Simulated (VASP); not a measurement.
Here is a VASP 6.6.1 calculation.

File INCAR:

```
PREC     = Accurate       # precision mode
ENCUT    = 520            # plane-wave cutoff, eV
EDIFF    = 1E-6           # SCF threshold, eV
ISMEAR   = 0              # smearing method
SIGMA    = 0.01           # smearing width, eV
LREAL    = False          # projectors in reciprocal space
LASPH    = True           # aspherical terms in the spheres
NELM     = 100            # most SCF steps
ALGO     = Normal         # electronic algorithm
ISIF     = 2              # what is computed and relaxed
LWAVE    = False          # write WAVECAR
LCHARG   = False          # write CHGCAR
GGA      = CA             # functional
NBANDS   = 16             # bands
```

Contents of KPOINTS:

```
Automatic mesh
0
Gamma
  8 8 8
```

The input POSCAR:

```
BiB
1.0
    0.0000000000      2.7448744764      2.7448744764
    2.7448744764      0.0000000000      2.7448744764
    2.7448744764      2.7448744764      0.0000000000
B Bi
1 1
Direct
    0.0000000000      0.0000000000      0.0000000000
    0.2500000000      0.2500000000      0.2500000000
```

Potentials or basis: VASP PAW LDA potentials, release 64 (B, Bi_d).

The run is started by

```sh
$ cat potpaw_LDA.64/B/POTCAR potpaw_LDA.64/Bi_d/POTCAR > POTCAR
$ mpirun -np 1 vasp_std > vasp.out
```

Problem. Predict the pressure.

Solution. -3.4 GPa.

Problem. Predict the band gap on the k mesh.

Solution. 0.37 eV, direct.

Caveat: spin-orbit coupling is left out, which moves the levels of the heavy elements. A k mesh can miss the band edges.
